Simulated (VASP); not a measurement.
# Bi2Se3 (Paraguanajuatite) (R-3m) in VASP: settings compared

The runs below take Bi2Se3 (Paraguanajuatite) through single point, with PBE, LDA.

All numbers are computed with VASP 6.6.1; they aren't measurements. Logs are shortened: lines on timing, memory, paths and dates and some standing lists are left out, and cuts for length are marked.

**1. The cell of the first run**

Symmetry: R-3m, No. 166, trigonal system. The conventional cell has a = 4.143 Å, b = 4.143 Å, c = 28.636 Å, α = 90.00°, β = 90.00°, γ = 120.00°. Bi (site symmetry 3m) has 6 Se at 2.85 to 3.07 Å within 3.8 Å. Within 3.8 Å of Se (site symmetry 3m) lie 3 Bi at 2.85 Å and 3 Se at 3.52 Å. Se (site symmetry -3m) has 6 Bi at 3.07 Å within 4.0 Å.

**2. Single point, PBE**

INCAR

```
  ALGO = Normal
  EDIFF = 1E-6
  ENCUT = 520
  GGA = PE
  ISIF = 2
  ISMEAR = -1
  LASPH = True
  LCHARG = False
  LREAL = False
  LWAVE = False
  NBANDS = 32
  NELM = 100
  PREC = Accurate
  SIGMA = 0.05
```

KPOINTS

```
k-points
0
Gamma
  8 8 8
```

POSCAR

```
Bi2Se3
1.0
    2.0715000000      1.1959810826      9.5453333333
   -2.0715000000      1.1959810826      9.5453333333
    0.0000000000     -2.3919621653      9.5453333333
Bi Se
2 3
Direct
    0.5992000000      0.5992000000      0.5992000000
    0.4008000000      0.4008000000      0.4008000000
    0.7883000000      0.7883000000      0.7883000000
    0.2117000000      0.2117000000      0.2117000000
    0.0000000000      0.0000000000      0.0000000000
```

Potentials or basis: VASP PAW PBE potentials, release 64 (Bi_d, Se).

On the command line:

```console
$ cat potpaw_PBE.64/Bi_d/POTCAR potpaw_PBE.64/Se/POTCAR > POTCAR
$ mpirun -np 1 vasp_std > vasp.out
```

OUTCAR:

```text
EDIFF = 1E-6
   ENCUT = 520
   GGA = PE
   ISIF = 2
   ISMEAR = -1
   LASPH = True
   LREAL = False
   NELM = 100
   PREC = Accurate

 ion  position               nearest neighbor table
   1  0.599  0.599  0.599-   4 2.85   4 2.85   4 2.85   5 3.07   5 3.07   5 3.07
   2  0.401  0.401  0.401-   3 2.85   3 2.85   3 2.85   5 3.07   5 3.07   5 3.07
   3  0.788  0.788  0.788-   2 2.85   2 2.85   2 2.85
   4  0.212  0.212  0.212-   1 2.85   1 2.85   1 2.85
   5  0.000  0.000  0.000-   1 3.07   1 3.07   2 3.07   2 3.07   1 3.07   2 3.07

  LATTYP: Found a trigonal (rhomboedric) cell.
 ALAT       =     9.8404710987
 COS(alpha) =     0.9113725833

  Lattice vectors:

 A1 = (   2.0715000000,   1.1959810826,   9.5453333333)
 A2 = (  -2.0715000000,   1.1959810826,   9.5453333333)
 A3 = (   0.0000000000,  -2.3919621653,   9.5453333333)

Analysis of symmetry for initial positions (statically):
=====================================================================
 Subroutine PRICEL returns:
 Original cell was already a primitive cell.

 Routine SETGRP: Setting up the symmetry group for a
 trigonal (rhombohedral) supercell.

 Subroutine GETGRP returns: Found 12 space group operations
 (whereof 12 operations were pure point group operations)
 out of a pool of 12 trial point group operations.

The static configuration has the point symmetry D_3d.

Analysis of symmetry for dynamics (positions and initial velocities):
=====================================================================
 Subroutine PRICEL returns:
 Original cell was already a primitive cell.

 Routine SETGRP: Setting up the symmetry group for a
 trigonal (rhombohedral) supercell.

 Subroutine GETGRP returns: Found 12 space group operations
 (whereof 12 operations were pure point group operations)
 out of a pool of 12 trial point group operations.

The dynamic configuration has the point symmetry D_3d.

 Subroutine INISYM returns: Found 12 space group operations
 (whereof 12 operations are pure point group operations),
 and found     1 'primitive' translations

----------------------------------------------------------------------------------------

                                     Primitive cell

  volume of cell :     141.8899

  direct lattice vectors                    reciprocal lattice vectors
     2.071500000  1.195981083  9.545333333     0.241370987  0.139355604  0.034921078
    -2.071500000  1.195981083  9.545333333    -0.241370987  0.139355604  0.034921078
     0.000000000 -2.391962165  9.545333333     0.000000000 -0.278711209  0.034921078

  length of vectors
     9.840471099  9.840471099  9.840471099     0.280890405  0.280890405  0.280890405

  position of ions in fractional coordinates (direct lattice)
     0.599200000  0.599200000  0.599200000
     0.400800000  0.400800000  0.400800000
     0.788300000  0.788300000  0.788300000
     0.211700000  0.211700000  0.211700000
     0.000000000  0.000000000  0.000000000

  ion indices of the primitive-cell ions
   primitive index   ion index
                 1           1
                 2           2
                 3           3
                 4           4
                 5           5

----------------------------------------------------------------------------------------

 KPOINTS: k-points

Automatic generation of k-mesh.
 Grid dimensions read from file:
 generate k-points for:    8    8    8

 Generating k-lattice:

  Cartesian coordinates                     Fractional coordinates (reciprocal lattice)
     0.030171373  0.017419451  0.004365135     0.125000000 -0.000000000  0.000000000
    -0.030171373  0.017419451  0.004365135    -0.000000000  0.125000000  0.000000000
     0.000000000 -0.034838901  0.004365135     0.000000000  0.000000000  0.125000000

  Length of vectors
     0.035111301  0.035111301  0.035111301

  Shift w.r.t. Gamma in fractional coordinates (k-lattice)
     0.000000000  0.000000000  0.000000000

 Subroutine IBZKPT returns following result:
 ===========================================

 Found     65 irreducible k-points:

 Following reciprocal coordinates:
            Coordinates               Weight
  0.000000  0.000000  0.000000      1.000000
  0.125000  0.000000 -0.000000      6.000000
  0.250000  0.000000 -0.000000      6.000000
  0.375000 -0.000000 -0.000000      6.000000
  0.500000  0.000000 -0.000000      3.000000
  0.125000  0.125000 -0.000000      6.000000
[... 16 lines left out ...]
  0.250000  0.125000  0.125000      6.000000
  0.375000  0.125000  0.125000      6.000000
 [... further k-points ...]
   k-points           NKPTS =     65   k-points in BZ     NKDIM =     65   number of bands    NBANDS=     32
   number of dos      NEDOS =    301   number of ions     NIONS =      5
   total plane-waves  NPLWV = 512000
   dimension x,y,z NGX =    80 NGY =   80 NGZ =   80
   dimension x,y,z NGXF=   160 NGYF=  160 NGZF=  160
   ions per type =               2   3
   NGX,Y,Z   is equivalent  to a cutoff of  13.52, 13.52, 13.52 a.u.
   NGXF,Y,Z  is equivalent  to a cutoff of  27.03, 27.03, 27.03 a.u.
 SYSTEM =  unknown system
   PREC   = accura    normal or accurate (medium, high low for compatibility)
   ISTART =      0    job   : 0-new  1-cont  2-samecut
   ICHARG =      2    charge: 1-file 2-atom 10-const
   ISPIN  =      1    spin polarized calculation?
   LNONCOLLINEAR =      F non collinear calculations
   LSORBIT =      F    spin-orbit coupling
   LASPH  =      T    aspherical Exc in radial PAW
   ENCUT  =  520.0 eV  38.22 Ry    6.18 a.u.  18.30 18.30 18.30*2*pi/ulx,y,z
   NELM   =    100;   NELMIN=  2; NELMDL= -5     # of ELM steps
   EDIFF  = 0.1E-05   stopping-criterion for ELM
   LREAL  =      F    real-space projection
   EDIFFG = 0.1E-04   stopping-criterion for IOM
   NSW    =      0    number of steps for IOM
   IBRION =     -1    ionic relax: 0-MD 1-quasi-New 2-CG
   NFREE  =      0    steps in history (QN), initial steepest desc. (CG)
   ISIF   =      2    stress and relaxation
   ISYM   =      2    0-nonsym 1-usesym 2-fastsym
   POTIM  = 0.5000    time-step for ionic-motion
   TEBEG  =    0.0;   TEEND  =   0.0 temperature during run
   PSTRESS=    0.0 pullay stress
   NELECT =      48.0000    total number of electrons
   NUPDOWN=      -1.0000    fix difference up-down
   EMIN   =  10.00;   EMAX   =-10.00  energy-range for DOS
   EFERMI =   0.00;   METHOD = LEGACY
   ISMEAR =    -1;   SIGMA  =   0.05  broadening in eV -4-tet -1-fermi 0-gaus
   EFERMI_NEDOS =   21; number of points for ismear=-14 and -15
   IALGO  =     38    algorithm
   IMIX   =      4    mixing-type and parameters
     AMIX     =   0.40;   BMIX     =  1.00
     AMIX_MAG =   1.60;   BMIX_MAG =  1.00
  volume/ion in A,a.u.               =      28.38       191.50
  Fermi-wavevector in a.u.,A,eV,Ry     =   1.140700  2.155610 17.703848  1.301196
  Thomas-Fermi vector in A             =   2.277401
   LORBIT       =      0    0 simple, 1 ext, 2 COOP (PROOUT), +10 PAW based schemes
   GGA     = PE    functional components
   LHFCALC =     F    Hartree Fock is set to
   AEXX    =    0.0000 exact exchange contribution
   IVDW    =     0    specifies the selected vdW correction
   LEPSILON=     F    determine dielectric tensor
   LRPA    =     F    only Hartree local field effects (RPA)
 non-spin polarized calculation
  energy-cutoff  :      520.00
  volume of cell :      141.89
 maximum number of plane-waves:      3857
 NGX is ok and might be reduce to    80
   NGX = 37   NGY = 37   NGZ = 37

 number of electron      47.9999997 magnetization

 Free energy of the ion-electron system (eV)
  ---------------------------------------------------
  ext. energy  EPLUGINS =         0.00000000
  ---------------------------------------------------
  free energy    TOTEN  =       -20.15509298 eV

  energy without entropy =      -20.15488063  energy(sigma->0) =      -20.15498681

 E-fermi :   5.0791     XC(G=0):  -9.4969

 val. band max:        4.9704354351   @ k =   0.0000   0.0000   0.0000
 cond. band min:       5.1836839430   @ k =   0.0000   0.0000   0.0000
 fundamental gap:      0.2132485079
 Fermi energy:         5.0791016230

 k-point     1 :       0.0000    0.0000    0.0000
  band No.  band energies     occupation
      1     -18.1605      2.00000
      2     -18.1605      2.00000
      3     -18.1588      2.00000
      4     -18.1588      2.00000
      5     -18.1530      2.00000
      6     -18.1504      2.00000
[... 24 lines left out ...]
     31      10.8003      0.00000
     32      11.9728      0.00000

 k-point     2 :       0.1250    0.0000   -0.0000
  band No.  band energies     occupation
      1     -18.1627      2.00000
      2     -18.1606      2.00000
      3     -18.1569      2.00000
      4     -18.1551      2.00000
      5     -18.1507      2.00000
      6     -18.1482      2.00000
[... 24 lines left out ...]
     31      10.4385      0.00000
     32      11.0255      0.00000

 k-point     3 :       0.2500    0.0000   -0.0000
  band No.  band energies     occupation
      1     -18.1694      2.00000
      2     -18.1662      2.00000
      3     -18.1500      2.00000
      4     -18.1497      2.00000
      5     -18.1478      2.00000
      6     -18.1455      2.00000
[... 24 lines left out ...]
     31       9.5566      0.00000
     32      11.2052      0.00000

 k-point     4 :       0.3750   -0.0000   -0.0000
  band No.  band energies     occupation
      1     -18.1771      2.00000
      2     -18.1726      2.00000
      3     -18.1538      2.00000
      4     -18.1490      2.00000
      5     -18.1482      2.00000
      6     -18.1443      2.00000
[... 654 lines left out ...]
     31      10.8027      0.00000
     32      11.7768      0.00000

 k-point    23 :       0.2500    0.1250    0.1250
  band No.  band energies     occupation
      1     -18.1627      2.00000
      2     -18.1606      2.00000
      3     -18.1569      2.00000
      4     -18.1551      2.00000
      5     -18.1506      2.00000
      6     -18.1482      2.00000
[... 24 lines left out ...]
     31      10.3993      0.00000
     32      11.2104      0.00000

 k-point    24 :       0.3750    0.1250    0.1250
  band No.  band energies     occupation
      1     -18.1694      2.00000
      2     -18.1662      2.00000
      3     -18.1500      2.00000
      4     -18.1497      2.00000
      5     -18.1478      2.00000
      6     -18.1455      2.00000
[... 24 lines left out ...]
     31       9.6336      0.00000
     32      11.2808      0.00000

 [... further k-points ...]
[... 5 lines left out ...]
  --------------------------------------------------------------------------------------
  -------------------------------------------------------------------------------------
  Total        2.2704377      2.2704377      2.2908266      0.0000000     -0.0000000      0.0000000
  in kB       25.6370811     25.6370811     25.8673058      0.0000000     -0.0000000      0.0000000
  external PRESSURE =      25.7138226 kB  Pullay stress =       0.0000000 kB

 VOLUME and BASIS-vectors are now :
 -----------------------------------------------------------------------------
  energy-cutoff  :      520.00
  volume of cell :      141.89
      direct lattice vectors                 reciprocal lattice vectors
     2.071500000  1.195981083  9.545333333     0.241370987  0.139355604  0.034921078
    -2.071500000  1.195981083  9.545333333    -0.241370987  0.139355604  0.034921078
     0.000000000 -2.391962165  9.545333333     0.000000000 -0.278711209  0.034921078

 POSITION                                       TOTAL-FORCE (eV/Angst)
 -----------------------------------------------------------------------------------
      0.00000     -0.00000     17.15869         0.000000     -0.000000      0.168607
      0.00000     -0.00000     11.47731         0.000000      0.000000     -0.168607
      0.00000     -0.00000     22.57376         0.000000     -0.000000      0.171428
      0.00000     -0.00000      6.06224         0.000000      0.000000     -0.171428
      0.00000      0.00000      0.00000         0.000000      0.000000     -0.000000
 -----------------------------------------------------------------------------------
    total drift:                                0.000000      0.000000     -0.000000

  FREE ENERGIE OF THE ION-ELECTRON SYSTEM (eV)
  ---------------------------------------------------
  free  energy   TOTEN  =       -20.1550929843 eV

  energy  without entropy=      -20.1548806306  energy(sigma->0) =      -20.15498681
```

It took 17 min on 1 thread of Intel Xeon Platinum 8559C (Emerald Rapids), shared host; peak memory 1 GiB.

Results:

```
Free energy            : -20.1551 eV
Pressure               : 2.6 GPa
Largest force          : 0.171 eV/Å
Band gap on the k mesh : 0.21 eV, direct
```

Forces in eV/Å, atoms in the order of the input:
```
Bi   0.000  0.000  0.169
Bi   0.000  0.000 -0.169
Se   0.000  0.000  0.171
Se   0.000  0.000 -0.171
Se   0.000  0.000  0.000
```

Caveat: spin-orbit coupling is left out, which moves the levels of the heavy elements. A k mesh can miss the band edges.

(Part 1 of 2 ends here.)
